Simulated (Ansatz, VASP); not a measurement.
Ti2Cl: VASP beside Ansatz

Contents of INCAR:

```
SYSTEM = Ti2Cl
ALGO = Normal
EDIFF = 1E-6
ENCUT = 520
GGA = PE
ISIF = 2
ISMEAR = 0
ISPIN = 2
LASPH = .TRUE.
LCHARG = .FALSE.
LMAXMIX = 4
LORBIT = 11
LREAL = .FALSE.
LWAVE = .FALSE.
MAGMOM = 1 1 0
NBANDS = 26
NELM = 150
PREC = Accurate
SIGMA = 0.1
```

Contents of KPOINTS:

```
k-points
0
G
  6 6 4
  0 0 0
```

POSCAR

```
Ti2Cl
1.0
    2.9632872900      0.0000000000      0.0000000000
    0.0000000000      2.9632872900      0.0000000000
    0.0000000000      0.0000000000      6.1140055200
Ti Cl
2 1
Direct
    0.5000000000      0.5000000000      0.2949999900
    0.5000000000      0.5000000000      0.7050000100
    0.0000000000      0.0000000000      0.0000000000
```

Input for Ansatz:

```yaml
crystal:
  lattice:
    - [2.96328729, 0.0, 0.0]
    - [0.0, 2.96328729, 0.0]
    - [0.0, 0.0, 6.11400552]
  atoms:
    - { symbol: Ti, position: [0.5, 0.5, 0.29499999], spin: 1.0 }
    - { symbol: Ti, position: [0.5, 0.5, 0.70500001], spin: 1.0 }
    - { symbol: Cl, position: [0.0, 0.0, 0.0] }
basis:
  ecutwfc: 420
kpoints:
  mp_grid: { grid: [6, 6, 4] }
hamiltonian:
  xc: pbe
scf:
  occupations: { method: gaussian, width: 0.1 }
  lower_state_search: "off"
output:
  forces: true
  stress: true
  eigenvalues: true
  populations: true
magnetization:
  spin_polarized: true
```

Change from the starting cell: species swapped into the Ga2Cu type (P4/mmm, No. 123).

Alike in both runs: task single point; functional PBE; k mesh 6 × 6 × 4; occupations gaussian, width 0.1 eV; collinear spin.

|  | VASP | Ansatz |
| --- | --- | --- |
| version | VASP 6.6.1 | Ansatz 0.2.0 |
| potentials or method | VASP PAW PBE potentials, release 64 (Ti_sv, Cl), cutoff 520 eV | scalar-relativistic, plane waves, PAW |
| valence electrons in the cell | 31 | 31 |

```csv
,VASP,Ansatz,Ansatz less VASP
gap on the k mesh at the Fermi level (eV),none,none,-
pressure (GPa),-2.4,-2.4,-0.07
"traceless stress, the component that is largest in VASP (GPa)",0.03,-0.09,-0.112
rms of the force components (eV/Å),0.216,0.225,+0.0085
net moment per atom (μB),0.37,0.37,-0.002
size of the moment on the site where the two differ most (μB),0.44,0.40,-0.044
```

Site moments also hang on the region over which each program counts them. Atom by atom the forces differ by 0.009 eV/Å (rms over components). A gap of «none» marks a metal or a gap that the smearing closes. The functional is the same, so the differences come from potentials, cutoffs and numerics.
